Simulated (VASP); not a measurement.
# Ru: single point with LDA

Crystal: Ru.

```
Ru
1.0
     0.00000    1.85755    1.91500
     1.85755    0.00000    1.91500
     1.85755    1.85755    0.00000
Ru
1
Cartesian
  0.0000 0.0000 0.0000
```

This cell differs from its parent crystal: strain -0.030 along x and y, +0.000 along z.

```json
{
  "Program": "VASP 6.6.1",
  "Task": "single point",
  "Functional": "LDA",
  "Potentials or basis": "VASP PAW LDA potentials, release 64 (Ru_pv)",
  "Cutoff": "520 eV",
  "k mesh": "22 × 22 × 22",
  "Occupations": "gaussian, width 0.15 eV",
  "Spin": "no spin polarisation",
  "Dipole correction": "no",
  "Further INCAR settings": "ALGO = Fast; EDIFF = 1e-07; NBANDS = 13"
}
```

```yaml
Pressure: -0.9 GPa
Band_gap_on_the_k_mesh: zero (band 7 reaches 15.47 eV, above the bottom of band 8 at 11.60 eV)
```

Stress tensor (GPa, compression positive):
```
 1.99  0.00  0.00
 0.00  1.99  0.00
 0.00  0.00 -6.75
```

Levels at points of the mesh, in eV from the Fermi level:
```tsv
k point	band 5	band 6	band 7	band 8	band 9	band 10
(0.00, 0.00, 0.00)	-2.97	-2.57	-2.57	-0.38	0.10	10.06
(0.50, 0.00, 0.00)	-3.04	-2.64	1.06	1.73	1.94	10.05
(0.50, 0.50, 0.00)	-6.16	1.82	2.36	2.36	3.30	10.06
(0.50, 0.00, 0.50)	-6.18	1.78	2.20	2.57	3.97	10.06
```

Wall time 55 s on 1 thread of Intel(R) Xeon(R) 6975P-C (Granite Rapids), with other jobs on the host, peak memory 0.23 GiB.

Caveat: the cell differs from its parent crystal (strain -0.030 along x and y, +0.000 along z).
